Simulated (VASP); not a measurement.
# Ga2O3 (R-3c) in VASP: settings compared

The runs below take Ga2O3 through single point, with PBEsol, PBE.

All numbers are computed with VASP 6.6.1; they aren't measurements. Logs are shortened: lines on timing, memory, paths and dates and some standing lists are left out, and cuts for length are marked.

### Step 1. The cell of the first run

Symmetry: R-3c, No. 167, trigonal system. The conventional cell has a = 5.000 Å, b = 5.000 Å, c = 13.449 Å, α = 90.00°, β = 90.00°, γ = 120.00°. Within 2.6 Å of Ga (site symmetry 3) lie 6 O at 1.93 to 2.08 Å. O (site symmetry 2) has 4 Ga at 1.93 to 2.08 Å and 8 O at 2.62 to 2.84 Å within 2.9 Å.

### Step 2. Single point, PBEsol

File INCAR:

```
SYSTEM = Ga2O3
ALGO = Normal
EDIFF = 1E-6
ENCUT = 520
GGA = PS
ISIF = 2
ISMEAR = -1
LASPH = .TRUE.
LCHARG = .FALSE.
LREAL = .FALSE.
LWAVE = .FALSE.
NBANDS = 55
NELM = 80
PREC = Accurate
SIGMA = 0.02
```

File KPOINTS:

```
k-points
0
G
  6 6 6
  0 0 0
```

File POSCAR:

```
Ga2O3
1.0
    2.5002087860      1.4434962156      4.4830293034
   -2.5002087860      1.4434962156      4.4830293034
    0.0000000000     -2.8869924313      4.4830293034
Ga O
4 6
Direct
    0.3557024924      0.3557024924      0.3557024924
    0.1442975076      0.1442975076      0.1442975076
    0.6442975076      0.6442975076      0.6442975076
    0.8557024924      0.8557024924      0.8557024924
    0.5527850717      0.9472149283      0.2500000000
    0.2500000000      0.5527850717      0.9472149283
    0.9472149283      0.2500000000      0.5527850717
    0.4472149283      0.0527850717      0.7500000000
    0.7500000000      0.4472149283      0.0527850717
    0.0527850717      0.7500000000      0.4472149283
```

Potentials or basis: VASP PAW PBE potentials, release 64 (Ga_d, O).

The run is started by

```
$ cat potpaw_PBE.64/Ga_d/POTCAR potpaw_PBE.64/O/POTCAR > POTCAR
$ mpirun -np 1 vasp_std > vasp.out
```

OUTCAR:

```text
SYSTEM = Ga2O3
   EDIFF = 1E-6
   ENCUT = 520
   GGA = PS
   ISIF = 2
   ISMEAR = -1
   LASPH = .TRUE.
   LREAL = .FALSE.
   NELM = 80
   PREC = Accurate

 ion  position               nearest neighbor table
   1  0.356  0.356  0.356-   9 1.93  10 1.93   8 1.93   7 2.08   5 2.08   6 2.08   2 2.84
   2  0.144  0.144  0.144-  10 1.93   9 1.93   8 1.93   6 2.08   5 2.08   7 2.08   1 2.84
   3  0.644  0.644  0.644-   6 1.93   7 1.93   5 1.93  10 2.08   8 2.08   9 2.08   4 2.84
   4  0.856  0.856  0.856-   7 1.93   6 1.93   5 1.93   9 2.08   8 2.08  10 2.08   3 2.84
   5  0.553  0.947  0.250-   3 1.93   4 1.93   1 2.08   2 2.08
   6  0.250  0.553  0.947-   3 1.93   4 1.93   2 2.08   1 2.08
   7  0.947  0.250  0.553-   4 1.93   3 1.93   1 2.08   2 2.08
   8  0.447  0.053  0.750-   1 1.93   2 1.93   3 2.08   4 2.08
   9  0.750  0.447  0.053-   1 1.93   2 1.93   4 2.08   3 2.08
  10  0.053  0.750  0.447-   2 1.93   1 1.93   3 2.08   4 2.08

  LATTYP: Found a trigonal (rhomboedric) cell.
 ALAT       =     5.3321925165
 COS(alpha) =     0.5602853780

  Lattice vectors:

 A1 = (   2.5002087860,   1.4434962156,   4.4830293034)
 A2 = (  -2.5002087860,   1.4434962156,   4.4830293034)
 A3 = (   0.0000000000,  -2.8869924313,   4.4830293034)

Analysis of symmetry for initial positions (statically):
=====================================================================
 Subroutine PRICEL returns:
 Original cell was already a primitive cell.

 Routine SETGRP: Setting up the symmetry group for a
 trigonal (rhombohedral) supercell.

 Subroutine GETGRP returns: Found 12 space group operations
 (whereof  6 operations were pure point group operations)
 out of a pool of 12 trial point group operations.

The static configuration has the point symmetry S_6 .
 The point group associated with its full space group is D_3d.

Analysis of symmetry for dynamics (positions and initial velocities):
=====================================================================
 Subroutine PRICEL returns:
 Original cell was already a primitive cell.

 Routine SETGRP: Setting up the symmetry group for a
 trigonal (rhombohedral) supercell.

 Subroutine GETGRP returns: Found 12 space group operations
 (whereof  6 operations were pure point group operations)
 out of a pool of 12 trial point group operations.

The dynamic configuration has the point symmetry S_6 .
 The point group associated with its full space group is D_3d.

 Subroutine INISYM returns: Found 12 space group operations
 (whereof  6 operations are pure point group operations),
 and found     1 'primitive' translations

----------------------------------------------------------------------------------------

                                     Primitive cell

  volume of cell :      97.0766

  direct lattice vectors                    reciprocal lattice vectors
     2.500208786  1.443496216  4.483029303     0.199983299  0.115460411  0.074354485
    -2.500208786  1.443496216  4.483029303    -0.199983299  0.115460411  0.074354485
     0.000000000 -2.886992431  4.483029303     0.000000000 -0.230920822  0.074354485

  length of vectors
     5.332192517  5.332192517  5.332192517     0.242596405  0.242596405  0.242596405

  position of ions in fractional coordinates (direct lattice)
     0.355702492  0.355702492  0.355702492
     0.144297508  0.144297508  0.144297508
     0.644297508  0.644297508  0.644297508
     0.855702492  0.855702492  0.855702492
     0.552785072  0.947214928  0.250000000
     0.250000000  0.552785072  0.947214928
     0.947214928  0.250000000  0.552785072
     0.447214928  0.052785072  0.750000000
     0.750000000  0.447214928  0.052785072
     0.052785072  0.750000000  0.447214928

  ion indices of the primitive-cell ions
   primitive index   ion index
                 1           1
                 2           2
                 3           3
                 4           4
                 5           5
                 6           6
                 7           7
                 8           8
                 9           9
                10          10

----------------------------------------------------------------------------------------

 KPOINTS: k-points

Automatic generation of k-mesh.
 Grid dimensions read from file:
 generate k-points for:    6    6    6

 Generating k-lattice:

  Cartesian coordinates                     Fractional coordinates (reciprocal lattice)
     0.033330550  0.019243402  0.012392414     0.166666667  0.000000000 -0.000000000
    -0.033330550  0.019243402  0.012392414     0.000000000  0.166666667 -0.000000000
     0.000000000 -0.038486804  0.012392414     0.000000000  0.000000000  0.166666667

  Length of vectors
     0.040432734  0.040432734  0.040432734

  Shift w.r.t. Gamma in fractional coordinates (k-lattice)
     0.000000000  0.000000000  0.000000000

 Subroutine IBZKPT returns following result:
 ===========================================

 Found     32 irreducible k-points:

 Following reciprocal coordinates:
            Coordinates               Weight
  0.000000  0.000000  0.000000      1.000000
  0.166667 -0.000000  0.000000      6.000000
  0.333333 -0.000000  0.000000      6.000000
  0.500000  0.000000  0.000000      3.000000
  0.166667  0.166667  0.000000      6.000000
  0.333333  0.166667  0.000000     12.000000
[... 16 lines left out ...]
  0.500000  0.500000  0.166667      6.000000
 -0.333333  0.500000  0.166667     12.000000
 [... further k-points ...]
   k-points           NKPTS =     32   k-points in BZ     NKDIM =     32   number of bands    NBANDS=     55
   number of dos      NEDOS =    301   number of ions     NIONS =     10
   total plane-waves  NPLWV =  64000
   dimension x,y,z NGX =    40 NGY =   40 NGZ =   40
   dimension x,y,z NGXF=    80 NGYF=   80 NGZF=   80
   ions per type =               4   6
   NGX,Y,Z   is equivalent  to a cutoff of  12.47, 12.47, 12.47 a.u.
   NGXF,Y,Z  is equivalent  to a cutoff of  24.94, 24.94, 24.94 a.u.
 SYSTEM =  Ga2O3
   PREC   = accura    normal or accurate (medium, high low for compatibility)
   ISTART =      0    job   : 0-new  1-cont  2-samecut
   ICHARG =      2    charge: 1-file 2-atom 10-const
   ISPIN  =      1    spin polarized calculation?
   LNONCOLLINEAR =      F non collinear calculations
   LSORBIT =      F    spin-orbit coupling
   LASPH  =      T    aspherical Exc in radial PAW
   ENCUT  =  520.0 eV  38.22 Ry    6.18 a.u.   9.91  9.91  9.91*2*pi/ulx,y,z
   NELM   =     80;   NELMIN=  2; NELMDL= -5     # of ELM steps
   EDIFF  = 0.1E-05   stopping-criterion for ELM
   LREAL  =      F    real-space projection
   EDIFFG = 0.1E-04   stopping-criterion for IOM
   NSW    =      0    number of steps for IOM
   IBRION =     -1    ionic relax: 0-MD 1-quasi-New 2-CG
   NFREE  =      0    steps in history (QN), initial steepest desc. (CG)
   ISIF   =      2    stress and relaxation
   ISYM   =      2    0-nonsym 1-usesym 2-fastsym
   POTIM  = 0.5000    time-step for ionic-motion
   TEBEG  =    0.0;   TEEND  =   0.0 temperature during run
   PSTRESS=    0.0 pullay stress
   NELECT =      88.0000    total number of electrons
   NUPDOWN=      -1.0000    fix difference up-down
   EMIN   =  10.00;   EMAX   =-10.00  energy-range for DOS
   EFERMI =   0.00;   METHOD = LEGACY
   ISMEAR =    -1;   SIGMA  =   0.02  broadening in eV -4-tet -1-fermi 0-gaus
   EFERMI_NEDOS =   21; number of points for ismear=-14 and -15
   IALGO  =     38    algorithm
   IMIX   =      4    mixing-type and parameters
     AMIX     =   0.40;   BMIX     =  1.00
     AMIX_MAG =   1.60;   BMIX_MAG =  1.00
  volume/ion in A,a.u.               =       9.71        65.51
  Fermi-wavevector in a.u.,A,eV,Ry     =   1.584397  2.994077 34.154913  2.510315
  Thomas-Fermi vector in A             =   2.684021
   LORBIT       =      0    0 simple, 1 ext, 2 COOP (PROOUT), +10 PAW based schemes
   GGA     = PS    functional components
   LHFCALC =     F    Hartree Fock is set to
   AEXX    =    0.0000 exact exchange contribution
   IVDW    =     0    specifies the selected vdW correction
   LEPSILON=     F    determine dielectric tensor
   LRPA    =     F    only Hartree local field effects (RPA)
 non-spin polarized calculation
  energy-cutoff  :      520.00
  volume of cell :       97.08
 maximum number of plane-waves:      2642
   NGX = 19   NGY = 19   NGZ = 19

 number of electron      87.9999977 magnetization

 Free energy of the ion-electron system (eV)
  ---------------------------------------------------
  ext. energy  EPLUGINS =         0.00000000
  ---------------------------------------------------
  free energy    TOTEN  =       -63.80822955 eV

  energy without entropy =      -63.80822955  energy(sigma->0) =      -63.80822955

 E-fermi :   4.7960     XC(G=0): -12.4339

 val. band max:        4.3462018425   @ k =  -0.1667   0.1667   0.0000
 cond. band min:       7.0477028717   @ k =   0.0000   0.0000   0.0000
 fundamental gap:      2.7015010292
 Fermi energy:         4.7959571962

 k-point     1 :       0.0000    0.0000    0.0000
  band No.  band energies     occupation
      1     -14.5914      2.00000
      2     -12.5452      2.00000
      3     -12.5452      2.00000
      4     -12.5271      2.00000
      5     -12.5022      2.00000
      6     -12.5022      2.00000
[... 47 lines left out ...]
     54      15.3220      0.00000
     55      16.5480      0.00000

 k-point     2 :       0.1667   -0.0000    0.0000
  band No.  band energies     occupation
      1     -14.4643      2.00000
      2     -12.6884      2.00000
      3     -12.5595      2.00000
      4     -12.5550      2.00000
      5     -12.5108      2.00000
      6     -12.4914      2.00000
[... 47 lines left out ...]
     54      15.9416      0.00000
     55      16.3599      0.00000
[... 1216 lines left out ...]
     54      16.3756      0.00000
     55      16.4996      0.00000

 k-point    24 :      -0.3333    0.5000    0.1667
  band No.  band energies     occupation
      1     -13.5417      2.00000
      2     -13.2235      2.00000
      3     -12.9112      2.00000
      4     -12.7795      2.00000
      5     -12.5423      2.00000
      6     -12.4959      2.00000
[... 47 lines left out ...]
     54      16.2132      0.00000
     55      16.5360      0.00000

 [... further k-points ...]
[... 5 lines left out ...]
  --------------------------------------------------------------------------------------
  -------------------------------------------------------------------------------------
  Total        0.4503729      0.4503729      0.4311435     -0.0000000     -0.0000000      0.0000000
  in kB        7.4330672      7.4330672      7.1157006     -0.0000000     -0.0000000      0.0000000
  external PRESSURE =       7.3272783 kB  Pullay stress =       0.0000000 kB

 VOLUME and BASIS-vectors are now :
 -----------------------------------------------------------------------------
  energy-cutoff  :      520.00
  volume of cell :       97.08
      direct lattice vectors                 reciprocal lattice vectors
     2.500208786  1.443496216  4.483029303     0.199983299  0.115460411  0.074354485
    -2.500208786  1.443496216  4.483029303    -0.199983299  0.115460411  0.074354485
     0.000000000 -2.886992431  4.483029303     0.000000000 -0.230920822  0.074354485

 POSITION                                       TOTAL-FORCE (eV/Angst)
 -----------------------------------------------------------------------------------
      0.00000     -0.00000      4.78387        -0.000000     -0.000000      0.029742
      0.00000     -0.00000      1.94067        -0.000000      0.000000     -0.029742
      0.00000     -0.00000      8.66521        -0.000000      0.000000     -0.029742
      0.00000     -0.00000     11.50842        -0.000000     -0.000000      0.029742
     -0.98616      1.44350      7.84530         0.012072      0.000000      0.000000
     -0.75703     -1.57579      7.84530        -0.006036      0.010455      0.000000
      1.74318      0.13229      7.84530        -0.006036     -0.010455      0.000000
      0.98616     -1.44350      5.60379        -0.012072      0.000000      0.000000
      0.75703      1.57579      5.60379         0.006036     -0.010455      0.000000
     -1.74318     -0.13229      5.60379         0.006036      0.010455      0.000000
 -----------------------------------------------------------------------------------
    total drift:                               -0.000000     -0.000000     -0.000000

  FREE ENERGIE OF THE ION-ELECTRON SYSTEM (eV)
  ---------------------------------------------------
  free  energy   TOTEN  =       -63.8082295540 eV

  energy  without entropy=      -63.8082295540  energy(sigma->0) =      -63.80822955
```

It took 5.6 min on 1 thread of Intel Xeon 8259CL, shared host; peak memory 0.31 GiB.

What came out:

```yaml
Free_energy: -63.8082 eV
Pressure: 0.7 GPa
Largest_force: 0.030 eV/Å
Band_gap_on_the_k_mesh: 2.70 eV (least direct gap 2.96 eV)
```

Forces on the atoms (eV/Å):
```
Ga   0.000  0.000  0.030
Ga   0.000  0.000 -0.030
Ga   0.000  0.000 -0.030
Ga   0.000  0.000  0.030
O    0.012  0.000  0.000
O   -0.006  0.010  0.000
O   -0.006 -0.010  0.000
O   -0.012  0.000  0.000
O    0.006 -0.010  0.000
O    0.006  0.010  0.000
```

Caveat: the PAW data sets were made with another functional, which shifts forces and pressure a little.

### Step 3. Single point, PBE

This run uses another cell than the first one, of 10.06 Å³/atom.

File INCAR:

```
PREC = Accurate ; ENCUT = 520
EDIFF = 1E-6 ; ISMEAR = -1
SIGMA = 0.02 ; LREAL = F
LASPH = T ; NELM = 80
ALGO = Normal ; ISIF = 2
LWAVE = F ; LCHARG = F
GGA = PE ; NBANDS = 55
```

File KPOINTS:

```
regular mesh
0
Gamma
  6 6 6
```

File POSCAR:

```
Ga2O3
1.0
    2.5287808758      1.4599923194      4.5409449893
   -2.5287808758      1.4599923194      4.5409449893
    0.0000000000     -2.9199846388      4.5409449893
Ga O
4 6
Direct
    0.3558404619      0.3558404619      0.3558404619
    0.1441595381      0.1441595381      0.1441595381
    0.6441595381      0.6441595381      0.6441595381
    0.8558404619      0.8558404619      0.8558404619
    0.5531316629      0.9468683371      0.2500000000
    0.2500000000      0.5531316629      0.9468683371
    0.9468683371      0.2500000000      0.5531316629
    0.4468683371      0.0531316629      0.7500000000
    0.7500000000      0.4468683371      0.0531316629
    0.0531316629      0.7500000000      0.4468683371
```

Potentials or basis: VASP PAW PBE potentials, release 64 (Ga_d, O).

The run is started by

```
$ cat potpaw_PBE.64/Ga_d/POTCAR potpaw_PBE.64/O/POTCAR > POTCAR
$ mpirun -np 1 vasp_std > vasp.out
```

Wall time 6.1 min (1 thread of Intel Xeon 8259CL, shared host); peak memory 0.31 GiB.

The run converged. Its results:

| Quantity | Value |
| --- | --- |
| Free energy | -59.3933 eV |
| Pressure | 1.0 GPa |
| Largest force | 0.011 eV/Å |
| Band gap on the k mesh | 2.39 eV (least direct gap 2.63 eV) |

Forces in eV/Å, atoms in the order of the input:
```
Ga   0.000  0.000  0.011
Ga   0.000  0.000 -0.011
Ga   0.000  0.000 -0.011
Ga   0.000  0.000  0.011
O   -0.001  0.000  0.000
O    0.001 -0.001  0.000
O    0.001  0.001  0.000
O    0.001  0.000  0.000
O   -0.001  0.001  0.000
O   -0.001 -0.001  0.000
```

Stress tensor (GPa, compression positive):
```
1.04 0.00 0.00
0.00 1.04 0.00
0.00 0.00 0.91
```

Levels at points of the mesh, in eV from the valence-band top:
```
           k point  band 42  band 43  band 44  band 45  band 46  band 47
(0.00, 0.00, 0.00)    -0.31    -0.23    -0.23     2.39     6.30     6.55
(0.50, 0.00, 0.00)    -0.93    -0.15    -0.15     6.01     6.01     6.37
(0.50, 0.50, 0.00)    -0.69    -0.25    -0.15     6.12     6.34     7.23
(0.50, 0.50, 0.50)    -0.29    -0.29    -0.29     5.47     5.47     7.48
```
